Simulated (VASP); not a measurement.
A run of VASP 6.6.1 is set up as follows.

Contents of POSCAR:

```
KIr
1.0
    5.8065558453      0.0000000000      0.0000000000
   -2.9032779227      5.0286248706      0.0000000000
    0.0000000000      0.0000000000      5.4236654817
K Ir
3 3
Direct
    0.5000000000      0.0000000000      0.0000000000
    0.5000000000      0.5000000000      0.0000000000
    0.0000000000      0.5000000000      0.0000000000
    0.0000000000      0.0000000000      0.0000000000
    0.3333333333      0.6666666667      0.5000000000
    0.6666666667      0.3333333333      0.5000000000
```

Contents of INCAR.step1:

```
SYSTEM = KIr
PREC     = Accurate       ! precision mode
ENCUT    = 600            ! plane-wave cutoff, eV
ISMEAR   = 0              ! smearing method
SIGMA    = 0.1            ! smearing width, eV
LREAL    = .False.        ! projectors in reciprocal space
LASPH    = .True.         ! aspherical terms in the spheres
NELM     = 60             ! most SCF steps
GGA      = PE             ! functional
ALGO     = Normal         ! electronic algorithm
EDIFF    = 1E-4           ! SCF threshold, eV
LWAVE    = .True.         ! write WAVECAR
LCHARG   = .False.        ! write CHGCAR
KPAR     = 4
```

The input INCAR.step2:

```
SYSTEM = KIr
PREC     = Accurate       ! precision mode
ENCUT    = 600            ! plane-wave cutoff, eV
EDIFF    = 1E-7           ! SCF threshold, eV
ISMEAR   = 0              ! smearing method
SIGMA    = 0.1            ! smearing width, eV
LREAL    = .False.        ! projectors in reciprocal space
LASPH    = .True.         ! aspherical terms in the spheres
NELM     = 60             ! most SCF steps
ALGO     = Normal         ! electronic algorithm
ISIF     = 3              ! what is computed and relaxed
LWAVE    = .False.        ! write WAVECAR
LCHARG   = .False.        ! write CHGCAR
METAGGA  = R2SCAN         ! meta-GGA
LMIXTAU  = .True.       
IBRION   = 2              ! ionic algorithm
NSW      = 100            ! ionic steps
EDIFFG   = -0.01          ! ionic threshold
ISTART   = 1            
KPAR     = 4
```

Contents of KPOINTS:

```
regular mesh
0
Gamma
  6 6 8
  0 0 0
```

Potentials or basis: VASP PAW PBE potentials, release 64 (K_sv, Ir).

Run with:

```sh
$ cat potpaw_PBE.64/K_sv/POTCAR potpaw_PBE.64/Ir/POTCAR > POTCAR
$ cp INCAR.step1 INCAR
$ mpirun -np 4 vasp_std > vasp.out
$ cp INCAR.step2 INCAR
$ mpirun -np 4 vasp_std > vasp.out
```

What does it give for the band gap on the k mesh?

Zero (bands 27 and 28 overlap by 0.38 eV).

What does it give for the relaxed volume?

26.29 Å³/atom.

What does it give for the relaxed cell?

a = 5.776 Å, b = 5.776 Å, c = 5.460 Å, α = 90.00°, β = 90.00°, γ = 120.00°.

Final structure:
```
CELL_PARAMETERS angstrom
5.77586 0.00000 0.00000
-2.88793 5.00205 0.00000
0.00000 0.00000 5.45996
ATOMIC_POSITIONS crystal
K 0.50000 0.00000 0.00000
K 0.50000 0.50000 0.00000
K 0.00000 0.50000 0.00000
Ir 0.00000 0.00000 0.00000
Ir 0.33333 0.66667 0.50000
Ir 0.66667 0.33333 0.50000
```

Caveat: the PAW data sets were made with another functional, which shifts forces and pressure a little; spin-orbit coupling is left out, which moves the levels of the heavy elements.
